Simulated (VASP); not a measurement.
AlRu, 2 atoms in the cell. Symmetry: Pm-3m, No. 221, cubic system. Conventional cell: a = 2.954 Å, b = 2.954 Å, c = 2.954 Å, α = 90.00°, β = 90.00°, γ = 90.00°. Al (site symmetry m-3m) has 8 Ru at 2.56 Å and 6 Al at 2.95 Å within 3.4 Å. Ru (site symmetry m-3m) has 8 Al at 2.56 Å and 6 Ru at 2.95 Å within 3.4 Å. 

| Quantity | Value |
| --- | --- |
| Program | VASP 6.6.1 |
| Task | single point |
| Functional | LDA |
| Potentials or basis | VASP PAW LDA potentials, release 64 (Al, Ru_pv) |
| Cutoff | 520 eV |
| k mesh | 12 × 12 × 12 |
| Occupations | gaussian, width 0.15 eV |
| Spin | no spin polarisation |
| Dipole correction | no |
| Further INCAR settings | ALGO = Normal; EDIFF = 1e-06; NBANDS = 16 |

Potentials or basis: VASP PAW LDA potentials, release 64 (Al, Ru_pv).

Command:

```sh
$ cat potpaw_LDA.64/Al/POTCAR potpaw_LDA.64/Ru_pv/POTCAR > POTCAR
$ mpirun -np 1 vasp_std > vasp.out
```

Hardware: 1 thread of Intel Xeon 8259CL (shared host).

**Question.** How long does it take, and how much memory?

**Answer.** Wall time 22 s on 1 thread of Intel Xeon 8259CL (shared host), peak memory 0.15 GiB. Counts: scf iterations 11, k points 84.
